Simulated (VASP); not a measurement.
# Se (Im-3m) in VASP: single point with LDA

Aim: the single point of Se with LDA.

All numbers are computed with VASP 6.6.1; they aren't measurements. Logs are shortened: lines on timing, memory, paths and dates and some standing lists are left out, and cuts for length are marked.

### Step 1. The cell of the first run

Symmetry: Im-3m, No. 229, cubic system. The conventional cell has a = 3.351 Å, b = 3.351 Å, c = 3.351 Å, α = 90.00°, β = 90.00°, γ = 90.00°. Within 3.8 Å of Se (site symmetry m-3m) lie 14 Se at 2.90 to 3.35 Å.

### Step 2. Single point, LDA

Contents of INCAR:

```
SYSTEM = Se
ALGO = Normal
EDIFF = 1E-7
ENCUT = 520
GGA = CA
ISIF = 2
ISMEAR = -1
LASPH = .TRUE.
LCHARG = .TRUE.
LELF = .TRUE.
LREAL = .FALSE.
LVHAR = .TRUE.
LWAVE = .FALSE.
NBANDS = 9
NELM = 60
PREC = Accurate
SIGMA = 0.13605693000000002
```

Contents of KPOINTS:

```
k-points
0
G
  14 14 14
  0 0 0
```

Contents of POSCAR:

```
Se
1.0
   -1.6753656290      1.6753656290      1.6753656290
    1.6753656290     -1.6753656290      1.6753656290
    1.6753656290      1.6753656290     -1.6753656290
Se
1
Direct
    0.0000000000      0.0000000000      0.0000000000
```

Potentials or basis: VASP PAW LDA potentials, release 64 (Se).

The run is started by

```console
cat potpaw_LDA.64/Se/POTCAR > POTCAR
mpirun -np 1 vasp_std > vasp.out
```

OUTCAR:

```text
SYSTEM = Se
   EDIFF = 1E-7
   ENCUT = 520
   GGA = CA
   ISIF = 2
   ISMEAR = -1
   LASPH = .TRUE.
   LREAL = .FALSE.
   NELM = 60
   PREC = Accurate

 ion  position               nearest neighbor table
   1  0.000  0.000  0.000-

  LATTYP: Found a body centered cubic cell.
 ALAT       =     3.3507312580

  Lattice vectors:

 A1 = (  -1.6753656290,   1.6753656290,   1.6753656290)
 A2 = (   1.6753656290,  -1.6753656290,   1.6753656290)
 A3 = (   1.6753656290,   1.6753656290,  -1.6753656290)

Analysis of symmetry for initial positions (statically):
=====================================================================
 Subroutine PRICEL returns:
 Original cell was already a primitive cell.

 Routine SETGRP: Setting up the symmetry group for a
 body centered cubic supercell.

 Subroutine GETGRP returns: Found 48 space group operations
 (whereof 48 operations were pure point group operations)
 out of a pool of 48 trial point group operations.

The static configuration has the point symmetry O_h .

Analysis of symmetry for dynamics (positions and initial velocities):
=====================================================================
 Subroutine PRICEL returns:
 Original cell was already a primitive cell.

 Routine SETGRP: Setting up the symmetry group for a
 body centered cubic supercell.

 Subroutine GETGRP returns: Found 48 space group operations
 (whereof 48 operations were pure point group operations)
 out of a pool of 48 trial point group operations.

The dynamic configuration has the point symmetry O_h .

 Subroutine INISYM returns: Found 48 space group operations
 (whereof 48 operations are pure point group operations),
 and found     1 'primitive' translations

----------------------------------------------------------------------------------------

                                     Primitive cell

  volume of cell :      18.8100

  direct lattice vectors                    reciprocal lattice vectors
    -1.675365629  1.675365629  1.675365629     0.000000000  0.298442317  0.298442317
     1.675365629 -1.675365629  1.675365629     0.298442317  0.000000000  0.298442317
     1.675365629  1.675365629 -1.675365629     0.298442317  0.298442317  0.000000000

  length of vectors
     2.901818391  2.901818391  2.901818391     0.422061172  0.422061172  0.422061172

  position of ions in fractional coordinates (direct lattice)
[... 79 lines left out ...]
   EDIFFG = 0.1E-05   stopping-criterion for IOM
   NSW    =      0    number of steps for IOM
   IBRION =     -1    ionic relax: 0-MD 1-quasi-New 2-CG
   NFREE  =      0    steps in history (QN), initial steepest desc. (CG)
   ISIF   =      2    stress and relaxation
   ISYM   =      2    0-nonsym 1-usesym 2-fastsym
   POTIM  = 0.5000    time-step for ionic-motion
   TEBEG  =    0.0;   TEEND  =   0.0 temperature during run
   PSTRESS=    0.0 pullay stress
   NELECT =       6.0000    total number of electrons
   NUPDOWN=      -1.0000    fix difference up-down
   EMIN   =  10.00;   EMAX   =-10.00  energy-range for DOS
   EFERMI =   0.00;   METHOD = LEGACY
   ISMEAR =    -1;   SIGMA  =   0.14  broadening in eV -4-tet -1-fermi 0-gaus
   EFERMI_NEDOS =   21; number of points for ismear=-14 and -15
   IALGO  =     38    algorithm
   IMIX   =      4    mixing-type and parameters
     AMIX     =   0.40;   BMIX     =  1.00
     AMIX_MAG =   1.60;   BMIX_MAG =  1.00
  volume/ion in A,a.u.               =      18.81       126.94
  Fermi-wavevector in a.u.,A,eV,Ry     =   1.118568  2.113787 17.023527  1.251194
  Thomas-Fermi vector in A             =   2.255200
   LORBIT       =      0    0 simple, 1 ext, 2 COOP (PROOUT), +10 PAW based schemes
   GGA     = CA    functional components
   LHFCALC =     F    Hartree Fock is set to
   AEXX    =    0.0000 exact exchange contribution
   IVDW    =     0    specifies the selected vdW correction
   LEPSILON=     F    determine dielectric tensor
   LRPA    =     F    only Hartree local field effects (RPA)
 non-spin polarized calculation
  energy-cutoff  :      520.00
  volume of cell :       18.81
 maximum number of plane-waves:       531
 NGX is ok and might be reduce to    24
   NGX = 11   NGY = 11   NGZ = 11

 number of electron       6.0000000 magnetization

 Free energy of the ion-electron system (eV)
  ---------------------------------------------------
  ext. energy  EPLUGINS =         0.00000000
  ---------------------------------------------------
  free energy    TOTEN  =        -3.73988173 eV

  energy without entropy =       -3.69943664  energy(sigma->0) =       -3.71965918

 E-fermi :   6.5459     XC(G=0): -11.1191

 val. band max:        6.5252455897   @ k =  -0.4286  -0.4286   0.2143
 cond. band min:       6.5477736458   @ k =  -0.2143   0.2143   0.2143
 fundamental gap:      0.0225280561
 Fermi energy:         6.5458989907

 k-point     1 :       0.0000    0.0000    0.0000
  band No.  band energies     occupation
      1     -10.2543      2.00000
      2       9.9319      0.00000
      3       9.9319      0.00000
      4       9.9319      0.00000
      5      18.6949      0.00000
      6      19.2109      0.00000
      7      19.2109      0.00000
      8      19.2109      0.00000
      9      22.2773      0.00000
[... 265 lines left out ...]
 k-point    24 :       0.3571    0.2857   -0.0000
  band No.  band energies     occupation
      1      -5.6925      2.00000
      2       0.8011      2.00000
      3       2.0192      2.00000
      4       7.6470      0.00061
      5      15.9482      0.00000
      6      19.2260      0.00000
      7      20.5063      0.00000
      8      24.6490      0.00000
      9      26.8808      0.00000

 [... further k-points ...]

------------------------ aborting loop because EDIFF is reached ----------------------------------------

  FORCE on cell =-STRESS in cart. coord.  units (eV):
  Direction    XX          YY          ZZ          XY          YZ          ZX
  --------------------------------------------------------------------------------------
  -------------------------------------------------------------------------------------
  Total        0.1374389      0.1374389      0.1374389      0.0000000     -0.0000000      0.0000000
  in kB       11.7066161     11.7066161     11.7066161      0.0000000     -0.0000000      0.0000000
  external PRESSURE =      11.7066161 kB  Pullay stress =       0.0000000 kB

 VOLUME and BASIS-vectors are now :
 -----------------------------------------------------------------------------
  energy-cutoff  :      520.00
  volume of cell :       18.81
      direct lattice vectors                 reciprocal lattice vectors
    -1.675365629  1.675365629  1.675365629     0.000000000  0.298442317  0.298442317
     1.675365629 -1.675365629  1.675365629     0.298442317  0.000000000  0.298442317
     1.675365629  1.675365629 -1.675365629     0.298442317  0.298442317  0.000000000

 POSITION                                       TOTAL-FORCE (eV/Angst)
 -----------------------------------------------------------------------------------
      0.00000      0.00000      0.00000         0.000000     -0.000000     -0.000000
 -----------------------------------------------------------------------------------
    total drift:                               -0.000000      0.000000      0.000000

  FREE ENERGIE OF THE ION-ELECTRON SYSTEM (eV)
  ---------------------------------------------------
  free  energy   TOTEN  =        -3.7398817284 eV

  energy  without entropy=       -3.6994366356  energy(sigma->0) =       -3.71965918
```

OSZICAR:

```text
N       E                     dE             d eps       ncg     rms          rms(c)
DAV:   1     0.787214935135E+01    0.78721E+01   -0.28868E+03  1888   0.560E+02
DAV:   2    -0.347781200557E+01   -0.11350E+02   -0.11115E+02  2594   0.760E+01
DAV:   3    -0.374217140371E+01   -0.26436E+00   -0.26087E+00  2243   0.101E+01
DAV:   4    -0.374268857274E+01   -0.51717E-03   -0.51714E-03  2590   0.482E-01
DAV:   5    -0.374268896830E+01   -0.39556E-06   -0.39576E-06  2207   0.118E-02    0.386E+00
DAV:   6    -0.374059065716E+01    0.20983E-02   -0.19846E-03  2151   0.219E-01    0.229E+00
DAV:   7    -0.373990937015E+01    0.68129E-03   -0.30759E-03  2071   0.277E-01    0.608E-02
DAV:   8    -0.373988141174E+01    0.27958E-04   -0.10840E-04  2033   0.567E-02    0.784E-03
DAV:   9    -0.373988169551E+01   -0.28377E-06   -0.11248E-06  2469   0.837E-03    0.365E-03
DAV:  10    -0.373988172835E+01   -0.32840E-07   -0.15512E-07  1760   0.211E-03
   1 F= -.37398817E+01 E0= -.37196592E+01  d E =-.404451E-01
```

stdout:

```text
POSCAR found type information on POSCAR Se
 POSCAR found :  1 types and       1 ions
 scaLAPACK will be used
 LDA part: xc-table for (Slater(with rela. corr.)+CA(PZ))
 , standard interpolation
 POSCAR, INCAR and KPOINTS ok, starting setup
 FFT: planning ... GRIDC
 FFT: planning ... GRID_SOFT
 FFT: planning ... GRID
 WAVECAR not read
 entering main loop
```

Run time: 17 s. Hardware: 1 thread of AMD EPYC 7R13 (Zen 3), shared host; peak memory 0.1 GiB.

Results:

```yaml
Free_energy: -3.7399 eV
Pressure: 1.2 GPa
Band_gap_on_the_k_mesh: zero (band 3 reaches 9.93 eV, above the bottom of band 4 at 3.07 eV)
```
